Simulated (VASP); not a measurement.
# InSe (R3m) in VASP: notebook

InSe is run at these levels: PBEsol; tasks: single point.

All numbers are computed with VASP 6.6.1; they aren't measurements. Logs are shortened: lines on timing, memory, paths and dates and some standing lists are left out, and cuts for length are marked.

### Step 1. The cell of the first run

It takes space group R3m (No. 160, trigonal). The conventional cell has a = 4.053 Å, b = 4.053 Å, c = 25.278 Å, α = 90.00°, β = 90.00°, γ = 120.00°. In (site symmetry 3m) has 3 Se at 2.67 Å and 1 In at 2.84 Å within 3.5 Å. In (site symmetry 3m) has 3 Se at 2.67 Å and 1 In at 2.84 Å within 3.5 Å. Se (site symmetry 3m) has 3 In at 2.67 Å within 3.5 Å. Se (site symmetry 3m) has 3 In at 2.67 Å within 3.5 Å.

### Step 2. Single point, PBEsol (29.96 Å³/atom)

Input file INCAR:

```
PREC = Accurate
ENCUT = 520
EDIFF = 1E-6
ISMEAR = -1
SIGMA = 0.01
LREAL = False
LASPH = True
NELM = 80
ALGO = Normal
ISIF = 2
LWAVE = False
LCHARG = False
GGA = PS
NBANDS = 27
```

Input file KPOINTS:

```
regular mesh
0
Gamma
  7 7 7
```

Input file POSCAR:

```
InSe
1.0
    2.0263184533      1.1698955045      8.4261124190
   -2.0263184533      1.1698955045      8.4261124190
    0.0000000000     -2.3397910090      8.4261124190
In Se
2 2
Direct
    0.0000000000      0.0000000000      0.0000000000
    0.1122000000      0.1122000000      0.1122000000
    0.6155000000      0.6155000000      0.6155000000
    0.8300000000      0.8300000000      0.8300000000
```

Potentials or basis: VASP PAW PBE potentials, release 64 (In_d, Se).

Run with:

```bash
$ cat potpaw_PBE.64/In_d/POTCAR potpaw_PBE.64/Se/POTCAR > POTCAR
$ mpirun -np 1 vasp_std > vasp.out
```

OUTCAR:

```text
PREC = Accurate
   ENCUT = 520
   EDIFF = 1E-6
   ISMEAR = -1
   LREAL = False
   LASPH = True
   NELM = 80
   ISIF = 2
   GGA = PS

 ion  position               nearest neighbor table
   1  0.000  0.000  0.000-   3 2.67   3 2.67   3 2.67   2 2.84
   2  0.112  0.112  0.112-   4 2.67   4 2.67   4 2.67   1 2.84
   3  0.615  0.615  0.615-   1 2.67   1 2.67   1 2.67
   4  0.830  0.830  0.830-   2 2.67   2 2.67   2 2.67

  LATTYP: Found a trigonal (rhomboedric) cell.
 ALAT       =     8.7449409640
 COS(alpha) =     0.8926179648

  Lattice vectors:

 A1 = (   2.0263184533,   1.1698955045,   8.4261124190)
 A2 = (  -2.0263184533,   1.1698955045,   8.4261124190)
 A3 = (   0.0000000000,  -2.3397910090,   8.4261124190)

Analysis of symmetry for initial positions (statically):
=====================================================================
 Subroutine PRICEL returns:
 Original cell was already a primitive cell.

 Routine SETGRP: Setting up the symmetry group for a
 trigonal (rhombohedral) supercell.

 Subroutine GETGRP returns: Found  6 space group operations
 (whereof  6 operations were pure point group operations)
 out of a pool of 12 trial point group operations.

The static configuration has the point symmetry C_3v.

Analysis of symmetry for dynamics (positions and initial velocities):
=====================================================================
 Subroutine PRICEL returns:
 Original cell was already a primitive cell.

 Routine SETGRP: Setting up the symmetry group for a
 trigonal (rhombohedral) supercell.

 Subroutine GETGRP returns: Found  6 space group operations
 (whereof  6 operations were pure point group operations)
 out of a pool of 12 trial point group operations.

The dynamic configuration has the point symmetry C_3v.

 Subroutine INISYM returns: Found  6 space group operations
 (whereof  6 operations are pure point group operations),
 and found     1 'primitive' translations

----------------------------------------------------------------------------------------

                                     Primitive cell

  volume of cell :     119.8487

  direct lattice vectors                    reciprocal lattice vectors
     2.026318453  1.169895504  8.426112419     0.246752922  0.142462866  0.039559564
    -2.026318453  1.169895504  8.426112419    -0.246752922  0.142462866  0.039559564
     0.000000000 -2.339791009  8.426112419     0.000000000 -0.284925732  0.039559564

  length of vectors
     8.744940964  8.744940964  8.744940964     0.287658881  0.287658881  0.287658881

  position of ions in fractional coordinates (direct lattice)
     0.000000000  0.000000000  0.000000000
     0.112200000  0.112200000  0.112200000
     0.615500000  0.615500000  0.615500000
     0.830000000  0.830000000  0.830000000

  ion indices of the primitive-cell ions
   primitive index   ion index
                 1           1
                 2           2
                 3           3
                 4           4

----------------------------------------------------------------------------------------

 KPOINTS: regular mesh

Automatic generation of k-mesh.
 Grid dimensions read from file:
 generate k-points for:    7    7    7

 Generating k-lattice:

  Cartesian coordinates                     Fractional coordinates (reciprocal lattice)
     0.035250417  0.020351838  0.005651366     0.142857143 -0.000000000  0.000000000
    -0.035250417  0.020351838  0.005651366    -0.000000000  0.142857143  0.000000000
     0.000000000 -0.040703676  0.005651366     0.000000000  0.000000000  0.142857143

  Length of vectors
     0.041094126  0.041094126  0.041094126

  Shift w.r.t. Gamma in fractional coordinates (k-lattice)
     0.000000000  0.000000000  0.000000000

 Subroutine IBZKPT returns following result:
 ===========================================

 Found     44 irreducible k-points:

 Following reciprocal coordinates:
            Coordinates               Weight
  0.000000  0.000000  0.000000      1.000000
  0.142857  0.000000  0.000000      6.000000
  0.285714  0.000000  0.000000      6.000000
  0.428571  0.000000  0.000000      6.000000
  0.142857  0.142857  0.000000      6.000000
  0.285714  0.142857  0.000000     12.000000
[... 16 lines left out ...]
  0.285714  0.285714  0.142857      6.000000
  0.428571  0.285714  0.142857     12.000000
 [... further k-points ...]
   k-points           NKPTS =     44   k-points in BZ     NKDIM =     44   number of bands    NBANDS=     27
   number of dos      NEDOS =    301   number of ions     NIONS =      4
   total plane-waves  NPLWV = 343000
   dimension x,y,z NGX =    70 NGY =   70 NGZ =   70
   dimension x,y,z NGXF=   140 NGYF=  140 NGZF=  140
   ions per type =               2   2
   NGX,Y,Z   is equivalent  to a cutoff of  13.31, 13.31, 13.31 a.u.
   NGXF,Y,Z  is equivalent  to a cutoff of  26.61, 26.61, 26.61 a.u.
 SYSTEM =  unknown system
   PREC   = accura    normal or accurate (medium, high low for compatibility)
   ISTART =      0    job   : 0-new  1-cont  2-samecut
   ICHARG =      2    charge: 1-file 2-atom 10-const
   ISPIN  =      1    spin polarized calculation?
   LNONCOLLINEAR =      F non collinear calculations
   LSORBIT =      F    spin-orbit coupling
   LASPH  =      T    aspherical Exc in radial PAW
   ENCUT  =  520.0 eV  38.22 Ry    6.18 a.u.  16.26 16.26 16.26*2*pi/ulx,y,z
   NELM   =     80;   NELMIN=  2; NELMDL= -5     # of ELM steps
   EDIFF  = 0.1E-05   stopping-criterion for ELM
   LREAL  =      F    real-space projection
   EDIFFG = 0.1E-04   stopping-criterion for IOM
   NSW    =      0    number of steps for IOM
   IBRION =     -1    ionic relax: 0-MD 1-quasi-New 2-CG
   NFREE  =      0    steps in history (QN), initial steepest desc. (CG)
   ISIF   =      2    stress and relaxation
   ISYM   =      2    0-nonsym 1-usesym 2-fastsym
   POTIM  = 0.5000    time-step for ionic-motion
   TEBEG  =    0.0;   TEEND  =   0.0 temperature during run
   PSTRESS=    0.0 pullay stress
   NELECT =      38.0000    total number of electrons
   NUPDOWN=      -1.0000    fix difference up-down
   EMIN   =  10.00;   EMAX   =-10.00  energy-range for DOS
   EFERMI =   0.00;   METHOD = LEGACY
   ISMEAR =    -1;   SIGMA  =   0.01  broadening in eV -4-tet -1-fermi 0-gaus
   EFERMI_NEDOS =   21; number of points for ismear=-14 and -15
   IALGO  =     38    algorithm
   IMIX   =      4    mixing-type and parameters
     AMIX     =   0.40;   BMIX     =  1.00
     AMIX_MAG =   1.60;   BMIX_MAG =  1.00
  volume/ion in A,a.u.               =      29.96       202.19
  Fermi-wavevector in a.u.,A,eV,Ry     =   1.116327  2.109553 16.955403  1.246187
  Thomas-Fermi vector in A             =   2.252940
   LORBIT       =      0    0 simple, 1 ext, 2 COOP (PROOUT), +10 PAW based schemes
   GGA     = PS    functional components
   LHFCALC =     F    Hartree Fock is set to
   AEXX    =    0.0000 exact exchange contribution
   IVDW    =     0    specifies the selected vdW correction
   LEPSILON=     F    determine dielectric tensor
   LRPA    =     F    only Hartree local field effects (RPA)
 non-spin polarized calculation
  energy-cutoff  :      520.00
  volume of cell :      119.85
 maximum number of plane-waves:      3255
 NGX is ok and might be reduce to    70
   NGX = 33   NGY = 33   NGZ = 33

 number of electron      37.9999998 magnetization

 Free energy of the ion-electron system (eV)
  ---------------------------------------------------
  ext. energy  EPLUGINS =         0.00000000
  ---------------------------------------------------
  free energy    TOTEN  =       -15.57430503 eV

  energy without entropy =      -15.57430503  energy(sigma->0) =      -15.57430503

 E-fermi :   3.8019     XC(G=0):  -9.0070

 val. band max:        3.5868448309   @ k =  -0.4286   0.4286   0.4286
 cond. band min:       4.1628114156   @ k =   0.4286   0.4286   0.4286
 fundamental gap:      0.5759665847
 Fermi energy:         3.8019483172

 k-point     1 :       0.0000    0.0000    0.0000
  band No.  band energies     occupation
      1     -10.9230      2.00000
      2     -10.7561      2.00000
      3     -10.7561      2.00000
      4     -10.6840      2.00000
      5     -10.6840      2.00000
      6     -10.6706      2.00000
[... 19 lines left out ...]
     26       9.0871      0.00000
     27      11.0591      0.00000

 k-point     2 :       0.1429    0.0000    0.0000
  band No.  band energies     occupation
      1     -10.9265      2.00000
      2     -10.8193      2.00000
      3     -10.7529      2.00000
      4     -10.7523      2.00000
      5     -10.6753      2.00000
      6     -10.6710      2.00000
[... 19 lines left out ...]
     26       9.4997      0.00000
     27      10.6605      0.00000

 k-point     3 :       0.2857    0.0000    0.0000
  band No.  band energies     occupation
      1     -10.9834      2.00000
      2     -10.8718      2.00000
      3     -10.8670      2.00000
      4     -10.7505      2.00000
      5     -10.6859      2.00000
      6     -10.6421      2.00000
[... 19 lines left out ...]
     26      10.1660      0.00000
     27      10.5314      0.00000

 k-point     4 :       0.4286    0.0000    0.0000
  band No.  band energies     occupation
      1     -11.0475      2.00000
      2     -10.9459      2.00000
      3     -10.8664      2.00000
      4     -10.7514      2.00000
      5     -10.6941      2.00000
      6     -10.6193      2.00000
[... 19 lines left out ...]
     26      10.1233      0.00000
     27      10.5603      0.00000
[... 516 lines left out ...]
      4     -10.7506      2.00000
      5     -10.6858      2.00000
      6     -10.6420      2.00000
[... 19 lines left out ...]
     26      10.1678      0.00000
     27      10.4244      0.00000

 k-point    23 :       0.2857    0.2857    0.1429
  band No.  band energies     occupation
      1     -10.9260      2.00000
      2     -10.8159      2.00000
      3     -10.7565      2.00000
      4     -10.7532      2.00000
      5     -10.6752      2.00000
      6     -10.6709      2.00000
[... 19 lines left out ...]
     26       9.4816      0.00000
     27      10.9107      0.00000

 k-point    24 :       0.4286    0.2857    0.1429
  band No.  band energies     occupation
      1     -10.9550      2.00000
      2     -10.8627      2.00000
      3     -10.8457      2.00000
      4     -10.7533      2.00000
      5     -10.6798      2.00000
      6     -10.6529      2.00000
[... 19 lines left out ...]
     26      10.2414      0.00000
     27      10.6312      0.00000

 [... further k-points ...]

------------------------ aborting loop because EDIFF is reached ----------------------------------------

  FORCE on cell =-STRESS in cart. coord.  units (eV):
  Direction    XX          YY          ZZ          XY          YZ          ZX
  --------------------------------------------------------------------------------------
  -------------------------------------------------------------------------------------
  Total       -1.0687986     -1.0687986     -1.4038665      0.0000000      0.0000000      0.0000000
  in kB      -14.2880569    -14.2880569    -18.7673571      0.0000000      0.0000000      0.0000000
  external PRESSURE =     -15.7811569 kB  Pullay stress =       0.0000000 kB

 VOLUME and BASIS-vectors are now :
 -----------------------------------------------------------------------------
  energy-cutoff  :      520.00
  volume of cell :      119.85
      direct lattice vectors                 reciprocal lattice vectors
     2.026318453  1.169895504  8.426112419     0.246752922  0.142462866  0.039559564
    -2.026318453  1.169895504  8.426112419    -0.246752922  0.142462866  0.039559564
     0.000000000 -2.339791009  8.426112419     0.000000000 -0.284925732  0.039559564

 POSITION                                       TOTAL-FORCE (eV/Angst)
 -----------------------------------------------------------------------------------
      0.00000      0.00000      0.00000         0.000000      0.000000      0.024723
      0.00000      0.00000      2.83623         0.000000      0.000000     -0.026430
      0.00000      0.00000     15.55882         0.000000      0.000000      0.248184
      0.00000      0.00000     20.98102         0.000000      0.000000     -0.246478
 -----------------------------------------------------------------------------------
    total drift:                               -0.000000     -0.000000      0.000286

  FREE ENERGIE OF THE ION-ELECTRON SYSTEM (eV)
  ---------------------------------------------------
  free  energy   TOTEN  =       -15.5743050253 eV

  energy  without entropy=      -15.5743050253  energy(sigma->0) =      -15.57430503
```

It took 6.6 min on 1 thread of Intel Xeon 6975P-C (Granite Rapids), shared host; peak memory 0.71 GiB.

What came out:

* Free energy: -15.5743 eV
* Pressure: -1.6 GPa
* Largest force: 0.248 eV/Å
* Band gap on the k mesh: 0.58 eV (least direct gap 0.63 eV)

Forces on the atoms (eV/Å):
```
In   0.000  0.000  0.025
In   0.000  0.000 -0.026
Se   0.000  0.000  0.248
Se   0.000  0.000 -0.246
```

Stress tensor (GPa, compression positive):
```
-1.43  0.00  0.00
 0.00 -1.43  0.00
 0.00  0.00 -1.88
```

Caveat: the PAW data sets were made with another functional, which shifts forces and pressure a little; spin-orbit coupling is left out, which moves the levels of the heavy elements; an odd mesh through Γ misses points on the zone boundary, where band edges can lie.

[end of part 1 of 2]
